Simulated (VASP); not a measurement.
A run of VASP 6.6.1:

Contents of INCAR:

```
SYSTEM = TiAl3
ALGO     = Fast           ! electronic algorithm
EDIFF    = 1E-6           ! SCF threshold, eV
ENCUT    = 520            ! plane-wave cutoff, eV
GGA      = CA             ! functional
ISIF     = 2              ! what is computed and relaxed
ISMEAR   = 0              ! smearing method
LASPH    = .TRUE.         ! aspherical terms in the spheres
LCHARG   = .TRUE.         ! write CHGCAR
LELF     = .TRUE.         ! ELF
LREAL    = .FALSE.        ! projectors in reciprocal space
LVHAR    = .TRUE.       
LWAVE    = .FALSE.        ! write WAVECAR
NBANDS   = 31             ! bands
NELM     = 60             ! most SCF steps
PREC     = Accurate       ! precision mode
SIGMA    = 0.15           ! smearing width, eV
```

The input KPOINTS:

```
k-points
0
G
  10 8 8
  0 0 0
```

Contents of POSCAR:

```
TiAl3
1.0
   -3.9105245017      0.0000000000      0.0000000000
    0.0000000000      3.9105245017      3.9105245017
    0.0000000000      3.9105245017     -3.9105245017
Ti Al
2 6
Direct
    0.0000000000      0.4832503287      0.4832503287
    0.0000000000      0.0167496713      0.0167496713
    0.5000000000      0.7407940738      0.7592059262
    0.5000000000      0.2592059262      0.2407940738
    0.5000000000      0.7407940738      0.2407940738
    0.5000000000      0.2592059262      0.7592059262
    0.0000000000      0.5112783812     -0.0112783812
    0.0000000000     -0.0112783812      0.5112783812
```

Potentials or basis: VASP PAW LDA potentials, release 64 (Ti_sv, Al).

Run with:

```bash
$ cat potpaw_LDA.64/Ti_sv/POTCAR potpaw_LDA.64/Al/POTCAR > POTCAR
$ mpirun -np 1 vasp_std > vasp.out
```

Hardware: 1 thread of Intel(R) Xeon(R) 6975P-C (Granite Rapids) (shared host).

**Question.** Estimate the wall time of this run.

**Answer.** Wall time 8.6 min on 1 thread of Intel(R) Xeon(R) 6975P-C (Granite Rapids) (shared host), peak memory 0.46 GiB. Counts: scf iterations 31, k points 126.
